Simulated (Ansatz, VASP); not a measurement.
Si in VASP and in Ansatz

The input INCAR:

```
PREC = Accurate ; ENCUT = 500
EDIFF = 1E-6 ; ISMEAR = 0
SIGMA = 0.03 ; LREAL = F
LASPH = T ; NELM = 120
ALGO = Normal ; ISIF = 2
LWAVE = F ; LCHARG = T
GGA = CA ; LELF = T
LVHAR = T ; NBANDS = 16
GGA_COMPAT = F
```

Contents of KPOINTS:

```
Automatic mesh
0
Gamma
  10 10 10
```

POSCAR

```
Si
1.0
   -3.3012718576      3.3012718576      1.9083649472
    3.3012718576     -3.3012718576      1.9083649472
    3.3012718576      3.3012718576     -1.9083649472
Si
4
Direct
    0.1740240047      0.1740240047      0.3480480095
    0.8259759953      0.8259759953      0.6519519905
    0.1836626551      0.8163373449      0.0000000000
    0.8163373449      0.1836626551      0.0000000000
```

Input for Ansatz:

```yaml
crystal:
  lattice:
    - [-3.3012718576, 3.3012718576, 1.9083649472]
    - [3.3012718576, -3.3012718576, 1.9083649472]
    - [3.3012718576, 3.3012718576, -1.9083649472]
  atoms:
    - { symbol: Si, position: [0.1740240047, 0.1740240047, 0.3480480095] }
    - { symbol: Si, position: [0.8259759953, 0.8259759953, 0.6519519905] }
    - { symbol: Si, position: [0.1836626551, 0.8163373449, 0.0] }
    - { symbol: Si, position: [0.8163373449, 0.1836626551, 0.0] }
basis:
  ecutwfc: 420
kpoints:
  mp_grid: { grid: [10, 10, 10] }
hamiltonian:
  xc: lda
scf:
  occupations: { method: gaussian, width: 0.03 }
output:
  forces: true
  stress: true
  eigenvalues: true
  write_density: true
  write_potential: true
  elf: true
  volumetric_format: npy
```

Change from the starting cell: mode 8 (404.8 1/cm) frozen in, largest displacement +0.045 Å.

Alike in both runs: task single point; functional LDA; k mesh 10 × 10 × 10; occupations gaussian, width 0.03 eV; no spin polarisation.

|  | VASP | Ansatz |
| --- | --- | --- |
| version | VASP 6.6.1 | Ansatz 0.2.0 |
| potentials or method | VASP PAW LDA potentials, release 64 (Si), cutoff 500 eV | scalar-relativistic, plane waves, PAW |
| valence electrons in the cell | 16 | 16 |

Ansatz gave:

* gap on the k mesh at the Fermi level (eV): none
* pressure (GPa): 0.1
* traceless stress, the component that is largest in VASP (GPa): -1.34
* rms of the force components (eV/Å): 0.437

Question: Which values does VASP return?

Answer: gap on the k mesh at the Fermi level (eV): none; pressure (GPa): 0.2; traceless stress, the component that is largest in VASP (GPa): -1.34; rms of the force components (eV/Å): 0.437.

LDA's correlation is that of Perdew and Zunger in VASP and of Perdew and Wang (1992) in Ansatz. Atom by atom the forces differ by 0.002 eV/Å (rms over components). A gap of «none» marks a metal or a gap that the smearing closes.
